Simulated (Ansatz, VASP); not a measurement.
## GaSb3 in VASP and in Ansatz

```
Ga Sb
1.0
     0.00000    3.73060    3.73060
     3.73060    0.00000    3.73060
     3.73060    3.73060    0.00000
Ga Sb
1 3
Direct
  0.00000 0.00000 0.00000
  0.25000 0.25000 0.25000
  0.75000 0.75000 0.75000
  0.50000 0.50000 0.50000
```

Alike in both runs: task relaxation of cell and atoms; functional PBE; k mesh 12 × 12 × 12; occupations gaussian, width 0.1 eV; no spin polarisation.

|  | VASP | Ansatz |
| --- | --- | --- |
| version | VASP 6.6.1 | Ansatz 0.2.0 |
| potentials or method | VASP PAW PBE potentials, release 64 (Ga_d, Sb), cutoff 600 eV | scalar-relativistic, plane waves, PAW |
| valence electrons in the cell | 28 | 58 |

|  | VASP | Ansatz | Ansatz less VASP |
| --- | --- | --- | --- |
| gap on the k mesh at the Fermi level, each at its own relaxed structure (eV) | none | none | - |
| relaxed volume (Å³/atom) | 25.65 | 25.69 | +0.042 |
| relaxed cell length with the largest relative difference (Å) | 5.255 | 5.258 | +0.0029 |

A gap of «none» marks a metal or a gap that the smearing closes. VASP's potentials hold 28 valence electrons a cell and Ansatz's 58, so a difference there can come from the potentials and not from the codes.

Spin-orbit coupling is off throughout. Noted on VASP's run: too few bands were computed for a metal, which touches its energy and stress.
